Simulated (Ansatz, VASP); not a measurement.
Two plane-wave programs on C

```xyz
2
Lattice="0.0000 1.7659 1.7659 1.7659 0.0000 1.7659 1.7659 1.7659 0.0000" Properties=species:S:1:pos:R:3 pbc="T T T"
C     1.7659    1.7659    1.7659
C     2.6488    2.6488    2.6488
```

Alike in both runs: functional LDA; k mesh 12 × 12 × 12; occupations gaussian, width 0.02 eV; no spin polarisation.

Ansatz relaxed the structure, and its values are those at the end. VASP's run is a single point on that final structure, the one shown.

|  | VASP | Ansatz |
| --- | --- | --- |
| version | VASP 6.6.1 | Ansatz 0.2.0 |
| potentials or method | VASP PAW LDA potentials, release 64 (C), cutoff 600 eV | scalar-relativistic, plane waves, PAW |
| valence electrons in the cell | 8 | 8 |

```tsv
	VASP	Ansatz	Ansatz less VASP
gap on the k mesh at the Fermi level (eV)	4.20	4.20	0.000
least direct gap on the mesh (eV)	5.63	5.62	-0.003
pressure (GPa)	0.8	0.0	-0.84
```

LDA's correlation is that of Perdew and Zunger in VASP and of Perdew and Wang (1992) in Ansatz.
